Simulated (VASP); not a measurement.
A run of VASP 6.6.1 is set up as follows.

File INCAR:

```
SYSTEM = Mg15Ge8
PREC = Accurate
ENCUT = 520
EDIFF = 1E-6
ISMEAR = -1
SIGMA = 0.05
LREAL = Auto
LASPH = .TRUE.
NELM = 100
ALGO = Normal
ISIF = 2
LWAVE = .FALSE.
LCHARG = .FALSE.
GGA = PE
NBANDS = 88
```

File KPOINTS:

```
Automatic mesh
0
G
  2 2 2
  0 0 0
```

POSCAR

```
Mg15Ge8
1.0
    0.0000000000      6.3885880000      6.3885880000
    6.3885880000      0.0000000000      6.3885880000
    6.3885880000      6.3885880000      0.0000000000
Ge Mg
8 15
Direct
    0.0022273310     -0.0061333584      0.0110170667
    0.0011486889      0.0217112921      0.5002821437
   -0.0050579252      0.5041447343     -0.0022239656
    0.0011394537      0.4778324256      0.5002755695
    0.4995574922      0.0065826752     -0.0012882346
    0.5118951950     -0.0061554290      0.5013961614
    0.4995680579      0.4961333396     -0.0012864345
    0.4986902427      0.5040998887      0.4940601116
    0.1202116180      0.1295194650      0.1276836916
    0.3694203633      0.3778314551      0.3810852257
    0.1346697424      0.1162382830      0.6338071104
    0.3639204782      0.3869913039      0.8630670815
    0.1202045742      0.6235765243      0.1276871352
    0.3694245113      0.8726219315      0.3810765384
    0.3773249269      0.8735627497      0.8764915659
    0.6327321468      0.1181941925      0.1318997249
    0.8687148866      0.3822346190      0.3678146877
    0.6285341143      0.1295513970      0.6193381855
    0.8819116212      0.3778343509      0.8685678275
    0.6222907941      0.6286469718      0.1213904387
    0.9390010750      0.8118540435      0.4382971636
    0.6285460105      0.6235469403      0.6193482034
    0.8818833677      0.8726864997      0.8685758888
```

Potentials or basis: VASP PAW PBE potentials, release 64 (Ge_d, Mg).

Run with:

```sh
$ cat potpaw_PBE.64/Ge_d/POTCAR potpaw_PBE.64/Mg/POTCAR > POTCAR
$ mpirun -np 1 vasp_std > vasp.out
```

**Question.** Predict the band gap on the k mesh.

**Answer.** Zero (bands 71 and 72 overlap by 0.61 eV).

**Question.** What does it give for the largest force?

**Answer.** 0.475 eV/Å.

Stress tensor (GPa, compression positive):
```
 0.60  0.00  0.60
 0.00 -0.03  0.00
 0.60  0.00  0.60
```

Caveat: the k points lie up to 0.43 Å⁻¹ apart, too coarse for converged energies and pressures of a metal.
